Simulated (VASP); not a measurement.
# YNbN2 (P-3m1) in VASP: notebook

Runs on YNbN2. Level: PBE. Tasks: relaxation of cell and atoms, single point.

All numbers are computed with VASP 6.6.1; they aren't measurements. Logs are shortened: lines on timing, memory, paths and dates and some standing lists are left out, and cuts for length are marked.

### 1 The cell of the first run

It takes space group P-3m1 (No. 164, trigonal). The conventional cell has a = 3.201 Å, b = 3.201 Å, c = 5.761 Å, α = 90.00°, β = 90.00°, γ = 120.00°. Y (site symmetry -3m) has 6 N at 2.44 Å and 2 Nb at 2.88 Å within 3.2 Å. Within 3.0 Å of Nb (site symmetry -3m) lie 6 N at 2.25 Å and 2 Y at 2.88 Å. N (site symmetry 3m) has 3 Nb at 2.25 Å and 3 Y at 2.44 Å within 3.0 Å.

### 2 Relaxation of cell and atoms, PBE

The input, INCAR:

```
PREC = Accurate
ENCUT = 600
EDIFF = 1E-6
ISMEAR = 0
SIGMA = 0.1
LREAL = False
LASPH = True
NELM = 100
ALGO = Normal
ISIF = 3
LWAVE = False
LCHARG = False
GGA = PE
IBRION = 2
NSW = 100
EDIFFG = -0.01
```

The input, KPOINTS:

```
regular mesh
0
Gamma
  18 18 8
```

The input, POSCAR:

```
YNbN2
1.0
    3.2011002667      0.0000000000      0.0000000000
   -1.6005501334      2.7722341511      0.0000000000
    0.0000000000      0.0000000000      5.7611859964
Y Nb N
1 1 2
Direct
    0.0000000000      0.0000000000      0.5000000000
    0.0000000000      0.0000000000      0.0000000000
    0.3333333333      0.6666666667      0.7758426382
    0.6666666667      0.3333333333      0.2241573618
```

Potentials or basis: VASP PAW PBE potentials, release 64 (Y_sv, Nb_sv, N).

Run with:

```bash
> cat potpaw_PBE.64/Y_sv/POTCAR potpaw_PBE.64/Nb_sv/POTCAR potpaw_PBE.64/N/POTCAR > POTCAR
> mpirun -np 1 vasp_std > vasp.out
```

OUTCAR:

```text
PREC = Accurate
   ENCUT = 600
   EDIFF = 1E-6
   ISMEAR = 0
   LREAL = False
   LASPH = True
   NELM = 100
   ISIF = 3
   GGA = PE
   IBRION = 2
   NSW = 100
   EDIFFG = -0.01

 ion  position               nearest neighbor table
   1  0.000  0.000  0.500-   3 2.44   4 2.44   4 2.44   3 2.44   4 2.44   3 2.44   2 2.88   2 2.88

   2  0.000  0.000  0.000-   3 2.25   4 2.25   4 2.25   3 2.25   4 2.25   3 2.25   1 2.88   1 2.88

   3  0.333  0.667  0.776-   2 2.25   2 2.25   2 2.25   1 2.44   1 2.44   1 2.44
   4  0.667  0.333  0.224-   2 2.25   2 2.25   2 2.25   1 2.44   1 2.44   1 2.44

  LATTYP: Found a hexagonal cell.
 ALAT       =     3.2011002667
 C/A-ratio  =     1.7997518092

  Lattice vectors:

 A1 = (   3.2011002667,   0.0000000000,   0.0000000000)
 A2 = (  -1.6005501334,   2.7722341511,   0.0000000000)
 A3 = (   0.0000000000,   0.0000000000,   5.7611859964)

Analysis of symmetry for initial positions (statically):
=====================================================================
 Subroutine PRICEL returns:
 Original cell was already a primitive cell.

 Routine SETGRP: Setting up the symmetry group for a
 hexagonal supercell.

 Subroutine GETGRP returns: Found 12 space group operations
 (whereof 12 operations were pure point group operations)
 out of a pool of 24 trial point group operations.

The static configuration has the point symmetry D_3d.

Analysis of symmetry for dynamics (positions and initial velocities):
=====================================================================
 Subroutine PRICEL returns:
 Original cell was already a primitive cell.

 Routine SETGRP: Setting up the symmetry group for a
 hexagonal supercell.

 Subroutine GETGRP returns: Found 12 space group operations
 (whereof 12 operations were pure point group operations)
 out of a pool of 24 trial point group operations.

The dynamic configuration has the point symmetry D_3d.

 Subroutine INISYM returns: Found 12 space group operations
 (whereof 12 operations are pure point group operations),
 and found     1 'primitive' translations

----------------------------------------------------------------------------------------

                                     Primitive cell

  volume of cell :      51.1259

  direct lattice vectors                    reciprocal lattice vectors
     3.201100267  0.000000000  0.000000000     0.312392589  0.180359945  0.000000000
[... 99 lines left out ...]
   TEBEG  =    0.0;   TEEND  =   0.0 temperature during run
   PSTRESS=    0.0 pullay stress
   NELECT =      34.0000    total number of electrons
   NUPDOWN=      -1.0000    fix difference up-down
   EMIN   =  10.00;   EMAX   =-10.00  energy-range for DOS
   EFERMI =   0.00;   METHOD = LEGACY
   ISMEAR =     0;   SIGMA  =   0.10  broadening in eV -4-tet -1-fermi 0-gaus
   EFERMI_NEDOS =   21; number of points for ismear=-14 and -15
   IALGO  =     38    algorithm
   IMIX   =      4    mixing-type and parameters
     AMIX     =   0.40;   BMIX     =  1.00
     AMIX_MAG =   1.60;   BMIX_MAG =  1.00
  volume/ion in A,a.u.               =      12.78        86.25
  Fermi-wavevector in a.u.,A,eV,Ry     =   1.428962  2.700347 27.782189  2.041933
  Thomas-Fermi vector in A             =   2.548967
   LORBIT       =      0    0 simple, 1 ext, 2 COOP (PROOUT), +10 PAW based schemes
   GGA     = PE    functional components
   LHFCALC =     F    Hartree Fock is set to
   AEXX    =    0.0000 exact exchange contribution
   IVDW    =     0    specifies the selected vdW correction
   LEPSILON=     F    determine dielectric tensor
   LRPA    =     F    only Hartree local field effects (RPA)
 conjugate gradient relaxation of ions
 non-spin polarized calculation
 Gauss-broadening in eV      SIGMA  =   0.10
  energy-cutoff  :      600.00
  volume of cell :       51.13
 maximum number of plane-waves:      1726
 NGX is ok and might be reduce to    28
   NGX = 13   NGY = 13   NGZ = 23

--------------------------------------- Ionic step        1  -------------------------------------------

 number of electron      33.9999999 magnetization

 Free energy of the ion-electron system (eV)
  ---------------------------------------------------
  ext. energy  EPLUGINS =         0.00000000
  ---------------------------------------------------
  free energy    TOTEN  =       -37.58202761 eV

  energy without entropy =      -37.57231888  energy(sigma->0) =      -37.57717325

------------------------ aborting loop because EDIFF is reached ----------------------------------------

  FORCE on cell =-STRESS in cart. coord.  units (eV):
  Direction    XX          YY          ZZ          XY          YZ          ZX
  --------------------------------------------------------------------------------------
  -------------------------------------------------------------------------------------
  Total        0.0281804      0.0281804     -0.4199826     -0.0000000     -0.0000000      0.0000000
  in kB        0.8831145      0.8831145    -13.1613619     -0.0000000     -0.0000000      0.0000000
  external PRESSURE =      -3.7983776 kB  Pullay stress =       0.0000000 kB
[... 139 lines left out ...]
--------------------------------------- Ionic step        5  -------------------------------------------

 number of electron      33.9999999 magnetization

 Free energy of the ion-electron system (eV)
  ---------------------------------------------------
  ext. energy  EPLUGINS =         0.00000000
  ---------------------------------------------------
  free energy    TOTEN  =       -37.58298147 eV

  energy without entropy =      -37.57353076  energy(sigma->0) =      -37.57825611

 E-fermi :   8.8964     XC(G=0): -12.0888

 val. band max:        8.8931695490   @ k =   0.2778   0.2222   0.3750
 cond. band min:       8.9043116882   @ k =   0.1111   0.0000   0.0000
 fundamental gap:      0.0111421392
 Fermi energy:         8.8964153160

 k-point     1 :       0.0000    0.0000    0.0000
  band No.  band energies     occupation
      1     -47.2072      2.00000
      2     -33.5737      2.00000
      3     -23.2436      2.00000
      4     -23.0903      2.00000
      5     -23.0903      2.00000
      6     -13.8432      2.00000
[... 565 lines left out ...]
     20      11.0807      0.00000
     21      12.4504      0.00000

 [... further k-points ...]

------------------------ aborting loop because EDIFF is reached ----------------------------------------

  FORCE on cell =-STRESS in cart. coord.  units (eV):
  Direction    XX          YY          ZZ          XY          YZ          ZX
  --------------------------------------------------------------------------------------
  -------------------------------------------------------------------------------------
  Total       -0.0077268     -0.0077268      0.0056569      0.0000000      0.0000000      0.0000000
  in kB       -0.2423748     -0.2423748      0.1774468      0.0000000      0.0000000      0.0000000
  external PRESSURE =      -0.1024342 kB  Pullay stress =       0.0000000 kB
[... 19 lines left out ...]
  FREE ENERGIE OF THE ION-ELECTRON SYSTEM (eV)
  ---------------------------------------------------
  free  energy   TOTEN  =       -37.5829814655 eV

  energy  without entropy=      -37.5735307631  energy(sigma->0) =      -37.57825611

 reached required accuracy - stopping structural energy minimisation
```

CONTCAR:

```text
YNbN2
   1.00000000000000
     3.2053822344085501   -0.0000000000000773   -0.0000000000000000
    -1.6026911172544087    2.7759424439141354   -0.0000000000000000
     0.0000000000000000   -0.0000000000000000    5.7402533281451111
  Y               Nb              N
     1     1     2
Direct
     0.0000000000000000    1.0000000000000000    0.5000000000000000
     0.0000000000000000    1.0000000000000000    1.0000000000000000
     0.3333333332999970    0.6666666667000030    0.7763196628024328
     0.6666666667000030    0.3333333332999970    0.2236803371975672

  0.00000000E+00  0.00000000E+00  0.00000000E+00
  0.00000000E+00  0.00000000E+00  0.00000000E+00
  0.00000000E+00  0.00000000E+00  0.00000000E+00
  0.00000000E+00  0.00000000E+00  0.00000000E+00
```

Run time: 18 min. Hardware: 1 thread of AMD EPYC 7R43 (Zen 3), shared host; peak memory 0.49 GiB.

Results:

* Free energy: -37.5830 eV
* Relaxed volume: 12.77 Å³/atom
* Relaxed cell: a = 3.205 Å, b = 3.205 Å, c = 5.740 Å, α = 90.00°, β = 90.00°, γ = 120.00°
* Space group after relaxing (to 0.05 Å): P-3m1 (No. 164)
* Energy gained by relaxing: 0.2 meV/atom
* Ionic steps: 5
* Pressure after relaxing: 0.0 GPa
* Largest force after relaxing: 0.008 eV/Å
* Band gap on the k mesh: zero (band 17 reaches 9.70 eV, above the bottom of band 18 at 8.66 eV)

Forces on the atoms (eV/Å):
```
Y    0.000  0.000  0.000
Nb   0.000  0.000  0.000
N    0.000  0.000  0.008
N    0.000  0.000 -0.008
```

The path:
```tsv
step	energy change (eV)	largest force (eV/Å)	pressure (GPa)	volume (Å³)
1	0.0000	0.0545	-0.38	51.13
2	-0.0005	0.0039	0.73	50.90
3	-0.0008	0.0216	0.33	50.98
4	-0.0009	0.0023	-0.14	51.12
5	-0.0010	0.0083	-0.01	51.08
```

Final structure:
```cif
data_structure
_symmetry_space_group_name_H-M 'P 1'
_symmetry_Int_Tables_number 1
_cell_length_a 3.2054
_cell_length_b 3.2054
_cell_length_c 5.7403
_cell_angle_alpha 90.000
_cell_angle_beta 90.000
_cell_angle_gamma 120.000
_cell_volume 51.08
loop_
_atom_site_label
_atom_site_type_symbol
_atom_site_fract_x
_atom_site_fract_y
_atom_site_fract_z
_atom_site_occupancy
Y1 Y 0.00000 0.00000 0.50000 1
Nb1 Nb 0.00000 0.00000 0.00000 1
N1 N 0.33333 0.66667 0.77632 1
N2 N 0.66667 0.33333 0.22368 1
```

### 3 Single point, PBE

The input, INCAR:

```
  ALGO = Normal
  EDIFF = 1E-7
  ENCUT = 520
  GGA = PE
  ISIF = 2
  ISMEAR = 0
  LASPH = True
  LCHARG = False
  LREAL = False
  LWAVE = False
  NBANDS = 25
  NELM = 100
  PREC = Accurate
  SIGMA = 0.1
```

The input, KPOINTS:

```
k-points
0
Gamma
  6 6 4
```

POSCAR is that of step 2.

Potentials or basis: VASP PAW PBE potentials, release 64 (Y_sv, Nb_sv, N).

Run with:

```bash
> cat potpaw_PBE.64/Y_sv/POTCAR potpaw_PBE.64/Nb_sv/POTCAR potpaw_PBE.64/N/POTCAR > POTCAR
> mpirun -np 1 vasp_std > vasp.out
```

It took 25 s on 1 thread of Intel Xeon 6975P-C (Granite Rapids), shared host; peak memory 0.2 GiB.

It converged, with:

```yaml
Free_energy: -37.6011 eV
Pressure: -0.3 GPa
Largest_force: 0.009 eV/Å
Band_gap_on_the_k_mesh: zero (band 17 reaches 9.62 eV, above the bottom of band 18 at 8.65 eV)
```

Forces on the atoms (eV/Å):
```
Y    0.000  0.000  0.000
Nb   0.000  0.000  0.000
N    0.000  0.000  0.009
N    0.000  0.000 -0.009
```

Levels at points of the mesh, in eV from the Fermi level:
```csv
k point,band 15,band 16,band 17,band 18,band 19,band 20
"(0.00, 0.00, 0.00)",-2.31,-1.87,-1.87,-0.14,-0.14,1.46
"(0.50, 0.00, 0.00)",-2.98,-2.46,-2.26,0.38,2.16,2.42
"(0.00, 0.00, 0.50)",-2.80,-2.80,0.20,0.20,0.49,1.00
"(0.50, 0.00, 0.50)",-4.19,-3.33,-0.73,-0.05,2.19,2.40
```

Caveat: the k points lie up to 0.38 Å⁻¹ apart.

### 4 Relaxation of cell and atoms, PBE

This run uses another cell than the first one, of 12.39 Å³/atom, 0.969 times its volume.

The input, INCAR:

```
PREC = Accurate ; ENCUT = 600
EDIFF = 1E-6 ; ISMEAR = 0
SIGMA = 0.1 ; LREAL = F
LASPH = T ; NELM = 100
ALGO = Normal ; ISIF = 3
LWAVE = F ; LCHARG = F
GGA = PE ; IBRION = 2
NSW = 90 ; EDIFFG = -0.04
```

The input, KPOINTS:

```
regular mesh
0
Gamma
  6 6 4
```

The input, POSCAR:

```
YNbN2
1.0
    3.2721688400      0.0000000000      0.0000000000
   -1.6360844200      2.8337813400      0.0000000000
    0.0000000000      0.0000000000      5.3438720200
Y Nb N
1 1 2
Direct
    0.0000000000      0.0000000000      0.5000000000
    0.0000000000      0.0000000000      0.0000000000
    0.3333333300      0.6666666700      0.8071036200
    0.6666666700      0.3333333300      0.1928963800
```

Potentials or basis: VASP PAW PBE potentials, release 64 (Y_sv, Nb_sv, N).

Run with:

```bash
> cat potpaw_PBE.64/Y_sv/POTCAR potpaw_PBE.64/Nb_sv/POTCAR potpaw_PBE.64/N/POTCAR > POTCAR
> mpirun -np 1 vasp_std > vasp.out
```

OUTCAR:

```text
PREC = Accurate
   ENCUT = 600
   EDIFF = 1E-6
   ISMEAR = 0
   LREAL = F
   LASPH = T
   NELM = 100
   ISIF = 3
   GGA = PE
   IBRION = 2
   NSW = 90
   EDIFFG = -0.04

 ion  position               nearest neighbor table
   1  0.000  0.000  0.500-   3 2.50   4 2.50   3 2.50   4 2.50   4 2.50   3 2.50   2 2.67   2 2.67

   2  0.000  0.000  0.000-   3 2.15   4 2.15   3 2.15   4 2.15   4 2.15   3 2.15   1 2.67   1 2.67

   3  0.333  0.667  0.807-   2 2.15   2 2.15   2 2.15   1 2.50   1 2.50   1 2.50
   4  0.667  0.333  0.193-   2 2.15   2 2.15   2 2.15   1 2.50   1 2.50   1 2.50

  LATTYP: Found a hexagonal cell.
 ALAT       =     3.2721688400
 C/A-ratio  =     1.6331284482

  Lattice vectors:

 A1 = (   3.2721688400,   0.0000000000,   0.0000000000)
 A2 = (  -1.6360844200,   2.8337813400,   0.0000000000)
 A3 = (   0.0000000000,   0.0000000000,   5.3438720200)

Analysis of symmetry for initial positions (statically):
=====================================================================
 Subroutine PRICEL returns:
 Original cell was already a primitive cell.

[... 173 lines left out ...]

  energy without entropy =      -36.79691633  energy(sigma->0) =      -36.80109732

------------------------ aborting loop because EDIFF is reached ----------------------------------------

  FORCE on cell =-STRESS in cart. coord.  units (eV):
  Direction    XX          YY          ZZ          XY          YZ          ZX
  --------------------------------------------------------------------------------------
  -------------------------------------------------------------------------------------
  Total        0.9362846      0.9362846     11.0127076      0.0000000      0.0000000      0.0000000
  in kB       30.2733411     30.2733411    356.0791974      0.0000000      0.0000000      0.0000000
  external PRESSURE =     138.8752932 kB  Pullay stress =       0.0000000 kB
[... 95 lines left out ...]
  FREE ENERGIE OF THE ION-ELECTRON SYSTEM (eV)
  ---------------------------------------------------
  free  energy   TOTEN  =       -37.3960902811 eV

  energy  without entropy=      -37.3869453319  energy(sigma->0) =      -37.39151781

[... ionic steps 4 to 7 ...]

--------------------------------------- Ionic step        8  -------------------------------------------

 number of electron      33.9999999 magnetization

------------------------ aborting loop because EDIFF is reached ----------------------------------------
[... 71 lines left out ...]
--------------------------------------- Ionic step       10  -------------------------------------------

 number of electron      33.9999999 magnetization

 Free energy of the ion-electron system (eV)
  ---------------------------------------------------
  ext. energy  EPLUGINS =         0.00000000
  ---------------------------------------------------
  free energy    TOTEN  =       -37.60303608 eV

  energy without entropy =      -37.59368209  energy(sigma->0) =      -37.59835909

 E-fermi :   8.8054     XC(G=0): -12.0934

 val. band max:        8.7829031982   @ k =   0.3333   0.0000   0.5000
 cond. band min:       8.8450475559   @ k =   0.1667   0.1667   0.5000
 fundamental gap:      0.0621443577
 Fermi energy:         8.8053894311

 k-point     1 :       0.0000    0.0000    0.0000
  band No.  band energies     occupation
      1     -47.2218      2.00000
      2     -33.5695      2.00000
      3     -23.2538      2.00000
      4     -23.0994      2.00000
      5     -23.0994      2.00000
      6     -13.8430      2.00000
[... 596 lines left out ...]
  FREE ENERGIE OF THE ION-ELECTRON SYSTEM (eV)
  ---------------------------------------------------
  free  energy   TOTEN  =       -37.6030360831 eV

  energy  without entropy=      -37.5936820880  energy(sigma->0) =      -37.59835909

 reached required accuracy - stopping structural energy minimisation
```

OSZICAR:

```text
N       E                     dE             d eps       ncg     rms          rms(c)
DAV:   1     0.310755845251E+03    0.31076E+03   -0.20215E+04  1008   0.186E+03
DAV:   2    -0.128835236152E+02   -0.32364E+03   -0.31230E+03  1173   0.552E+02
DAV:   3    -0.421766463918E+02   -0.29293E+02   -0.28745E+02  1811   0.125E+02
[... 108 lines left out ...]
DAV:   3    -0.376031457356E+02    0.21394E-03   -0.17722E-03  1488   0.244E-01    0.253E-01
DAV:   4    -0.376030154281E+02    0.13031E-03   -0.63309E-04  1897   0.186E-01    0.116E-01
DAV:   5    -0.376030311370E+02   -0.15709E-04   -0.65595E-05  1627   0.520E-02    0.643E-02
DAV:   6    -0.376030368520E+02   -0.57151E-05   -0.30028E-05  1827   0.288E-02    0.176E-02
DAV:   7    -0.376030360831E+02    0.76890E-06   -0.23121E-06   899   0.109E-02
  10 F= -.37603036E+02 E0= -.37598359E+02  d E =-.871176E-03
```

CONTCAR:

```text
YNbN2
   1.00000000000000
     3.1991376410188987    0.0000000000000000    0.0000000000000000
    -1.5995688205094494    2.7705344664771907    0.0000000000000000
     0.0000000000000000    0.0000000000000000    5.7608460269984487
  Y               Nb              N
     1     1     2
Direct
     0.0000000000000000    0.0000000000000000    0.5000000000000000
     0.0000000000000000    0.0000000000000000    0.0000000000000000
     0.3333333300000021    0.6666666699999979    0.7764844024690558
     0.6666666699999979    0.3333333300000021    0.2235155975309442

  0.00000000E+00  0.00000000E+00  0.00000000E+00
  0.00000000E+00  0.00000000E+00  0.00000000E+00
  0.00000000E+00  0.00000000E+00  0.00000000E+00
  0.00000000E+00  0.00000000E+00  0.00000000E+00
```

It took 3.2 min on 1 thread of Intel Xeon 6975P-C (Granite Rapids), shared host; peak memory 0.24 GiB.

Results:

| Quantity | Value |
| --- | --- |
| Free energy | -37.6030 eV |
| Relaxed volume | 12.77 Å³/atom |
| Relaxed cell | a = 3.199 Å, b = 3.199 Å, c = 5.761 Å, α = 90.00°, β = 90.00°, γ = 120.00° |
| Space group after relaxing (to 0.05 Å) | P-3m1 (No. 164) |
| Energy gained by relaxing | 199.4 meV/atom |
| Ionic steps | 10 |
| Pressure after relaxing | -0.1 GPa |
| Largest force after relaxing | 0.025 eV/Å |
| Band gap on the k mesh | zero (band 17 reaches 9.65 eV, above the bottom of band 18 at 8.67 eV) |

Forces in eV/Å, atoms in the order of the input:
```
Y    0.000  0.000  0.000
Nb   0.000  0.000  0.000
N    0.000  0.000 -0.025
N    0.000  0.000  0.025
```

Step by step:
| step | energy change (eV) | largest force (eV/Å) | pressure (GPa) | volume (Å³) |
| --- | --- | --- | --- | --- |
| 1 | 0.0000 | 2.4508 | 13.89 | 49.55 |
| 2 | -0.3447 | 0.1652 | -19.22 | 57.41 |
| 3 | -0.5908 | 0.8574 | -9.02 | 54.19 |
| 4 | -0.7655 | 0.2894 | 0.88 | 50.71 |
| 5 | -0.7709 | 0.3861 | -0.71 | 51.18 |
| 6 | -0.7917 | 0.2109 | 1.76 | 50.64 |
| 7 | -0.7917 | 0.2054 | 1.86 | 50.61 |
| 8 | -0.7959 | 0.0345 | -1.34 | 51.39 |
| 9 | -0.7969 | 0.0812 | -0.40 | 51.15 |
| 10 | -0.7978 | 0.0247 | -0.11 | 51.06 |

Final structure:
```yaml
crystal:
  lattice:
    - [3.19914, 0.00000, 0.00000]
    - [-1.59957, 2.77053, 0.00000]
    - [0.00000, 0.00000, 5.76085]
  atoms:
    - { symbol: Y, position: [0.00000, 0.00000, 0.50000] }
    - { symbol: Nb, position: [0.00000, 0.00000, 0.00000] }
    - { symbol: N, position: [0.33333, 0.66667, 0.77648] }
    - { symbol: N, position: [0.66667, 0.33333, 0.22352] }
```

Caveat: the k points lie up to 0.38 Å⁻¹ apart in the final cell.

### 5 Summary

```tsv
task	cell	k mesh	cutoff (eV)	gap on the mesh (eV)	pressure (GPa)	relaxed volume (Å³/atom)	largest force (eV/Å)
relaxation of cell and atoms	relaxed from a = 3.201, b = 3.201, c = 5.761 Å, angles 90.0, 90.0, 120.0°, 4 atoms	18 × 18 × 8	600	none	0.0	12.77	0.01
single point	a = 3.201, b = 3.201, c = 5.761 Å, angles 90.0, 90.0, 120.0°, 4 atoms	6 × 6 × 4	520	none	-0.3	-	0.01
relaxation of cell and atoms	relaxed from a = 3.272, b = 3.272, c = 5.344 Å, angles 90.0, 90.0, 120.0°, 4 atoms	6 × 6 × 4	600	none	-0.1	12.77	0.02
```

Alike in all rows: level PBE; potentials or basis VASP PAW PBE potentials, release 64 (Y_sv, Nb_sv, N); no spin polarisation; smearing gaussian 0.1 eV.

Caveats: some runs use coarse meshes.

Absolute energies hang on the potentials; compare differences alone.
